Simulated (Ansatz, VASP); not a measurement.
## One calculation of Ag, two programs

```
Ag
1.0
     0.00000    2.02939    2.02939
     2.02939    0.00000    2.02939
     2.02939    2.02939    0.00000
Ag
1
Direct
  0.00000 0.00000 0.00000
```

Change from the starting cell: volume scaled by 0.98.

Alike in both runs: task single point; functional PBEsol; k mesh 15 × 15 × 15; occupations fermi-dirac, width 0.03 eV; no spin polarisation.

|  | VASP | Ansatz |
| --- | --- | --- |
| version | VASP 6.6.1 | Ansatz 0.2.0 |
| potentials or method | VASP PAW PBE potentials, release 64 (Ag), cutoff 520 eV | all-electron LAPW, scalar-relativistic |

|  | VASP | Ansatz | Ansatz less VASP |
| --- | --- | --- | --- |
| pressure (GPa) | -0.8 | -0.6 | +0.20 |

VASP's potentials were made for PBE, not for PBEsol. Ansatz ran all-electron here, and VASP with PAW potentials.
